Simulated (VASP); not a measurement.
Zn:

```xyz
2
Lattice="2.6700 0.0000 0.0000 -1.3350 2.3123 0.0000 0.0000 0.0000 4.9660" Properties=species:S:1:pos:R:3 pbc="T T T"
Zn    1.3350    0.7708    3.7245
Zn    0.0000    1.5415    1.2415
```

Program: VASP 6.6.1. Alike in all runs: task single point; potentials or basis VASP PAW PBE potentials, release 64 (Zn); no spin polarisation; cell as given; cutoff (eV) 520.

Order these runs on this cell by their pressure, lowest first.
A. level PBEsol+D3(BJ); k mesh 11 × 11 × 6; smearing fermi-dirac 0.05 eV
B. level PBEsol-based global hybrid; k mesh 6 × 6 × 3; smearing fermi-dirac 0.05 eV; grid for exact exchange (PRECFOCK) Normal; share of exact exchange 0.25
C. level PBE; k mesh 4 × 4 × 2; smearing fermi-dirac 0.04 eV
D. level RPBE; k mesh 11 × 11 × 6; smearing gaussian 0.05 eV
E. level PBE; k mesh 10 × 10 × 5; smearing methfessel-paxton 0.1 eV

A (-9.1 GPa), B (-4.3 GPa), C (-2.7 GPa), E (-0.5 GPa), D (2.7 GPa).

Caveats: some runs use coarse meshes; the PAW data sets were made with another functional, which shifts forces and pressure a little (some runs); three body term missing (some runs); pairwise dispersion overbinds metals, which lowers pressure and volume (some runs).
